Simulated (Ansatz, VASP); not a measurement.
## Two plane-wave programs on SnTe

```
Sn Te
1.0
     0.00000    3.50703    3.50703
     3.50703    0.00000    3.50703
     3.50703    3.50703    0.00000
Sn Te
1 1
Direct
  0.00000 0.00000 0.00000
  0.25000 0.25000 0.25000
```

Change from the starting cell: volume scaled by 0.94, PAW files.

Alike in both runs: task single point; functional r2SCAN; k mesh 12 × 12 × 12; occupations fermi-dirac, width 0.1 eV; no spin polarisation.

|  | VASP | Ansatz |
| --- | --- | --- |
| version | VASP 6.6.1 | Ansatz 0.2.0 |
| potentials or method | VASP PAW PBE potentials, release 64 (Sn_d, Te) | PAW with Ansatz's default frozen-core files, scalar-relativistic |
| plane-wave cutoff (eV) | 520 | 500 |
| valence electrons in the cell | 20 | 30 |

```csv
,VASP,Ansatz,Ansatz less VASP
pressure (GPa),1.8,1.8,0.00
```

VASP's potentials were made for PBE, not for r2SCAN. VASP's potentials hold 20 valence electrons a cell and Ansatz's 30, so a difference there can come from the potentials and not from the codes.

Spin-orbit coupling is off throughout.
